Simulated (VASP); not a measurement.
Input of a VASP 6.6.1 run:

INCAR

```
SYSTEM = S
PREC = Accurate
ENCUT = 520
EDIFF = 1E-7
ISMEAR = 0
SIGMA = 0.1
LREAL = .False.
LASPH = .True.
NELM = 60
ALGO = Normal
ISIF = 2
LWAVE = .False.
LCHARG = .False.
GGA = PS
NBANDS = 16
```

KPOINTS

```
regular mesh
0
Gamma
  6 6 4
  0 0 0
```

POSCAR

```
S
1.0
    4.3368762496      0.0000000000      0.0000000000
   -2.1684381248      3.7558450052      0.0000000000
    0.0000000000      0.0000000000      4.4083283977
S
3
Direct
    0.1956405639      0.0000000000      0.3333333333
    0.0000000000      0.1956405639      0.6666666667
    0.8043594361      0.8043594361      0.0000000000
```

Potentials or basis: VASP PAW PBE potentials, release 64 (S).

Command:

```console
$ cat potpaw_PBE.64/S/POTCAR > POTCAR
$ mpirun -np 1 vasp_std > vasp.out
```

(1) Predict the largest force.

(2) Estimate the pressure.

Answers

(1) 0.102 eV/Å.

(2) -0.3 GPa.

Caveat: the PAW data sets were made with another functional, which shifts forces and pressure a little.
